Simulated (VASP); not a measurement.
# CdSe (R3m) in VASP: notebook, part 3 of 3

VASP 6.6.1. The steps go on from the part before.

### 5 Single point, PBE

This run uses another cell than the first one, of 31.33 Å³/atom, 1.053 times its volume.

INCAR

```
PREC = Accurate
ENCUT = 520
EDIFF = 1E-6
ISMEAR = 0
SIGMA = 0.05
LREAL = False
LASPH = True
NELM = 100
ALGO = Normal
ISIF = 2
LWAVE = False
LCHARG = True
GGA = PE
LELF = True
LVHAR = True
NBANDS = 16
```

KPOINTS

```
regular mesh
0
Gamma
  10 10 10
```

POSCAR

```
CdSe
1.0
    0.0000000000      3.1106116637      3.1106116637
    3.1106116637      0.0000000000      3.1106116637
    3.1956350492      3.1956350492     -0.0850233855
Cd Se
1 1
Direct
    0.0000000000      0.0000000000      0.0000000000
    0.7500000000      0.7500000000      0.7500000000
```

Potentials or basis: VASP PAW PBE potentials, release 64 (Cd, Se).

Launch:

```console
cat potpaw_PBE.64/Cd/POTCAR potpaw_PBE.64/Se/POTCAR > POTCAR
mpirun -np 1 vasp_std > vasp.out
```

OUTCAR:

```text
PREC = Accurate
   ENCUT = 520
   EDIFF = 1E-6
   ISMEAR = 0
   LREAL = False
   LASPH = True
   NELM = 100
   ISIF = 2
   GGA = PE

 ion  position               nearest neighbor table
   1  0.000  0.000  0.000-   2 2.71   2 2.71   2 2.71   2 2.80
   2  0.750  0.750  0.750-   1 2.71   1 2.71   1 2.71   1 2.80

  LATTYP: Found a trigonal (rhomboedric) cell.
 ALAT       =     4.5201101437
 COS(alpha) =     0.5264197777

  Lattice vectors:

 A1 = (   3.1956350492,   0.0850233855,  -3.1956350492)
 A2 = (   0.0850233855,   3.1956350492,  -3.1956350492)
 A3 = (   3.1956350492,   3.1956350492,  -0.0850233855)

Analysis of symmetry for initial positions (statically):
=====================================================================
 Subroutine PRICEL returns:
 Original cell was already a primitive cell.

 Routine SETGRP: Setting up the symmetry group for a
 trigonal (rhombohedral) supercell.

 Subroutine GETGRP returns: Found  6 space group operations
 (whereof  6 operations were pure point group operations)
 out of a pool of 12 trial point group operations.

The static configuration has the point symmetry C_3v.

Analysis of symmetry for dynamics (positions and initial velocities):
=====================================================================
 Subroutine PRICEL returns:
 Original cell was already a primitive cell.

 Routine SETGRP: Setting up the symmetry group for a
 trigonal (rhombohedral) supercell.

 Subroutine GETGRP returns: Found  6 space group operations
 (whereof  6 operations were pure point group operations)
 out of a pool of 12 trial point group operations.

The dynamic configuration has the point symmetry C_3v.

 Subroutine INISYM returns: Found  6 space group operations
 (whereof  6 operations are pure point group operations),
 and found     1 'primitive' translations

----------------------------------------------------------------------------------------

                                     Primitive cell

  volume of cell :      62.6640

  direct lattice vectors                    reciprocal lattice vectors
     0.000000000  3.110611664  3.110611664    -0.158629830  0.162850351  0.158629830
     3.110611664  0.000000000  3.110611664     0.162850351 -0.158629830  0.158629830
     3.195635049  3.195635049 -0.085023386     0.154409309  0.154409309 -0.154409309

  length of vectors
     4.399069202  4.399069202  4.520110144     0.277213064  0.277213064  0.267444768

  position of ions in fractional coordinates (direct lattice)
     0.000000000  0.000000000  0.000000000
     0.750000000  0.750000000  0.750000000

  ion indices of the primitive-cell ions
   primitive index   ion index
                 1           1
                 2           2

----------------------------------------------------------------------------------------

 KPOINTS: regular mesh

Automatic generation of k-mesh.
 Grid dimensions read from file:
 generate k-points for:   10   10   10

 Generating k-lattice:

  Cartesian coordinates                     Fractional coordinates (reciprocal lattice)
    -0.015862983  0.016285035  0.015862983     0.100000000  0.000000000  0.000000000
     0.016285035 -0.015862983  0.015862983     0.000000000  0.100000000  0.000000000
     0.015440931  0.015440931 -0.015440931     0.000000000  0.000000000  0.100000000

  Length of vectors
     0.027721306  0.027721306  0.026744477

  Shift w.r.t. Gamma in fractional coordinates (k-lattice)
     0.000000000  0.000000000  0.000000000

 Subroutine IBZKPT returns following result:
 ===========================================

 Found    116 irreducible k-points:

 Following reciprocal coordinates:
            Coordinates               Weight
  0.000000  0.000000  0.000000      1.000000
  0.100000  0.000000  0.000000      6.000000
  0.200000  0.000000  0.000000      6.000000
  0.300000  0.000000  0.000000      6.000000
  0.400000  0.000000  0.000000      6.000000
  0.500000  0.000000  0.000000      3.000000
[... 16 lines left out ...]
  0.300000  0.300000  0.000000      6.000000
  0.400000  0.300000  0.000000     12.000000
 [... further k-points ...]
   k-points           NKPTS =    116   k-points in BZ     NKDIM =    116   number of bands    NBANDS=     16
   number of dos      NEDOS =    301   number of ions     NIONS =      2
   total plane-waves  NPLWV =  46656
   dimension x,y,z NGX =    36 NGY =   36 NGZ =   36
   dimension x,y,z NGXF=    72 NGYF=   72 NGZF=   72
   ions per type =               1   1
   NGX,Y,Z   is equivalent  to a cutoff of  13.60, 13.60, 13.24 a.u.
   NGXF,Y,Z  is equivalent  to a cutoff of  27.21, 27.21, 26.48 a.u.
 SYSTEM =  unknown system
   PREC   = accura    normal or accurate (medium, high low for compatibility)
   ISTART =      0    job   : 0-new  1-cont  2-samecut
   ICHARG =      2    charge: 1-file 2-atom 10-const
   ISPIN  =      1    spin polarized calculation?
   LNONCOLLINEAR =      F non collinear calculations
   LSORBIT =      F    spin-orbit coupling
   LASPH  =      T    aspherical Exc in radial PAW
   ENCUT  =  520.0 eV  38.22 Ry    6.18 a.u.   8.18  8.18  8.40*2*pi/ulx,y,z
   NELM   =    100;   NELMIN=  2; NELMDL= -5     # of ELM steps
   EDIFF  = 0.1E-05   stopping-criterion for ELM
   LREAL  =      F    real-space projection
   EDIFFG = 0.1E-04   stopping-criterion for IOM
   NSW    =      0    number of steps for IOM
   IBRION =     -1    ionic relax: 0-MD 1-quasi-New 2-CG
   NFREE  =      0    steps in history (QN), initial steepest desc. (CG)
   ISIF   =      2    stress and relaxation
   ISYM   =      2    0-nonsym 1-usesym 2-fastsym
   POTIM  = 0.5000    time-step for ionic-motion
   TEBEG  =    0.0;   TEEND  =   0.0 temperature during run
   PSTRESS=    0.0 pullay stress
   NELECT =      18.0000    total number of electrons
   NUPDOWN=      -1.0000    fix difference up-down
   EMIN   =  10.00;   EMAX   =-10.00  energy-range for DOS
   EFERMI =   0.00;   METHOD = LEGACY
   ISMEAR =     0;   SIGMA  =   0.05  broadening in eV -4-tet -1-fermi 0-gaus
   EFERMI_NEDOS =   21; number of points for ismear=-14 and -15
   IALGO  =     38    algorithm
   IMIX   =      4    mixing-type and parameters
     AMIX     =   0.40;   BMIX     =  1.00
     AMIX_MAG =   1.60;   BMIX_MAG =  1.00
  volume/ion in A,a.u.               =      31.33       211.44
  Fermi-wavevector in a.u.,A,eV,Ry     =   1.080172  2.041229 15.874894  1.166772
  Thomas-Fermi vector in A             =   2.216156
   LORBIT       =      0    0 simple, 1 ext, 2 COOP (PROOUT), +10 PAW based schemes
   GGA     = PE    functional components
   LHFCALC =     F    Hartree Fock is set to
   AEXX    =    0.0000 exact exchange contribution
   IVDW    =     0    specifies the selected vdW correction
   LEPSILON=     F    determine dielectric tensor
   LRPA    =     F    only Hartree local field effects (RPA)
 non-spin polarized calculation
 Gauss-broadening in eV      SIGMA  =   0.05
  energy-cutoff  :      520.00
  volume of cell :       62.66
 maximum number of plane-waves:      1700
 NGX is ok and might be reduce to    36
   NGX = 17   NGY = 17   NGZ = 17

 number of electron      18.0000003 magnetization

 Free energy of the ion-electron system (eV)
  ---------------------------------------------------
  ext. energy  EPLUGINS =         0.00000000
  ---------------------------------------------------
  free energy    TOTEN  =        -5.47019181 eV

  energy without entropy =       -5.47019181  energy(sigma->0) =       -5.47019181

 E-fermi :   0.3685     XC(G=0):  -8.4041

 val. band max:        0.1790875543   @ k =   0.0000   0.0000   0.0000
 cond. band min:       0.5512265372   @ k =   0.0000   0.0000   0.0000
 fundamental gap:      0.3721389829
 Fermi energy:         0.3685178944

 k-point     1 :       0.0000    0.0000    0.0000
  band No.  band energies     occupation
      1     -11.9083      2.00000
      2      -7.5015      2.00000
      3      -7.5015      2.00000
      4      -7.4708      2.00000
      5      -7.2202      2.00000
      6      -7.2202      2.00000
[... 8 lines left out ...]
     15      11.0022      0.00000
     16      11.0022      0.00000
[... 419 lines left out ...]
 k-point    24 :       0.4000    0.3000    0.0000
  band No.  band energies     occupation
      1     -11.6052      2.00000
      2      -7.3755      2.00000
      3      -7.3344      2.00000
      4      -7.3093      2.00000
      5      -7.1886      2.00000
      6      -7.0799      2.00000
[... 8 lines left out ...]
     15      12.0507      0.00000
     16      13.1243      0.00000

 [... further k-points ...]
[... 5 lines left out ...]
  --------------------------------------------------------------------------------------
  -------------------------------------------------------------------------------------
  Total       -0.6910853     -0.6910853     -0.6910853     -0.3022036      0.3022036      0.3022036
  in kB      -17.6694935    -17.6694935    -17.6694935     -7.7266657      7.7266657      7.7266657
  external PRESSURE =     -17.6694935 kB  Pullay stress =       0.0000000 kB

 VOLUME and BASIS-vectors are now :
 -----------------------------------------------------------------------------
  energy-cutoff  :      520.00
  volume of cell :       62.66
      direct lattice vectors                 reciprocal lattice vectors
     0.000000000  3.110611664  3.110611664    -0.158629830  0.162850351  0.158629830
     3.110611664  0.000000000  3.110611664     0.162850351 -0.158629830  0.158629830
     3.195635049  3.195635049 -0.085023386     0.154409309  0.154409309 -0.154409309

 POSITION                                       TOTAL-FORCE (eV/Angst)
 -----------------------------------------------------------------------------------
      0.00000      0.00000      0.00000         0.076932      0.076932     -0.076932
      4.72969      4.72969      4.60215        -0.076932     -0.076932      0.076932
 -----------------------------------------------------------------------------------
    total drift:                               -0.000013     -0.000013      0.000014

  FREE ENERGIE OF THE ION-ELECTRON SYSTEM (eV)
  ---------------------------------------------------
  free  energy   TOTEN  =        -5.4701918134 eV

  energy  without entropy=       -5.4701918133  energy(sigma->0) =       -5.47019181
```

OSZICAR:

```text
N       E                     dE             d eps       ncg     rms          rms(c)
DAV:   1     0.106337307879E+03    0.10634E+03   -0.85903E+03  3768   0.993E+02
DAV:   2    -0.163513674299E+01   -0.10797E+03   -0.10221E+03  4520   0.244E+02
DAV:   3    -0.585030955399E+01   -0.42152E+01   -0.42074E+01  4328   0.500E+01
DAV:   4    -0.586942748350E+01   -0.19118E-01   -0.19117E-01  4824   0.337E+00
DAV:   5    -0.586955413854E+01   -0.12666E-03   -0.12665E-03  4416   0.239E-01    0.501E+00
DAV:   6    -0.548847049581E+01    0.38108E+00   -0.58694E-01  5440   0.830E+00    0.412E+00
DAV:   7    -0.546899338044E+01    0.19477E-01   -0.13006E-01  4360   0.237E+00    0.185E+00
DAV:   8    -0.546979823089E+01   -0.80485E-03   -0.11060E-02  4168   0.122E+00    0.233E-01
DAV:   9    -0.547006079744E+01   -0.26257E-03   -0.13038E-03  4616   0.412E-01    0.550E-02
DAV:  10    -0.547013636216E+01   -0.75565E-04   -0.14140E-04  4680   0.138E-01    0.459E-02
DAV:  11    -0.547019199457E+01   -0.55632E-04   -0.86950E-05  4576   0.567E-02    0.183E-02
DAV:  12    -0.547019181339E+01    0.18118E-06   -0.12269E-06  4096   0.991E-03
   1 F= -.54701918E+01 E0= -.54701918E+01  d E =-.777451E-10
```

Run time: 43 s. Hardware: 1 thread of Intel Xeon 6975P-C (Granite Rapids), shared host; peak memory 0.28 GiB.

Results:

```
Free energy            : -5.4702 eV
Pressure               : -1.8 GPa
Largest force          : 0.133 eV/Å
Band gap on the k mesh : 0.37 eV, direct
```

Forces in eV/Å, atoms in the order of the input:
```
Cd   0.077  0.077 -0.077
Se  -0.077 -0.077  0.077
```

Stress tensor (GPa, compression positive):
```
-1.77 -0.77  0.77
-0.77 -1.77  0.77
 0.77  0.77 -1.77
```

### 6 The runs side by side

```tsv
cell	gap on the mesh (eV)	pressure (GPa)	largest force (eV/Å)
a = 4.324, b = 4.324, c = 4.442 Å, angles 60.9, 60.9, 60.0°, 2 atoms	0.47	0.4	0.20
a = 4.441, b = 4.441, c = 4.325 Å, angles 59.1, 59.1, 60.0°, 2 atoms	0.47	0.4	0.28
a = 4.519, b = 4.519, c = 4.401 Å, angles 59.1, 59.1, 60.0°, 2 atoms	0.39	-1.8	0.20
a = 4.399, b = 4.399, c = 4.520 Å, angles 60.9, 60.9, 60.0°, 2 atoms	0.37	-1.8	0.13
```

Alike in all rows: task single point; level PBE; potentials or basis VASP PAW PBE potentials, release 64 (Cd, Se); no spin polarisation; k mesh 10 × 10 × 10; cutoff (eV) 520; smearing gaussian 0.05 eV.

Total energies depend on the potentials used, so only differences within one code and one set of settings carry meaning.
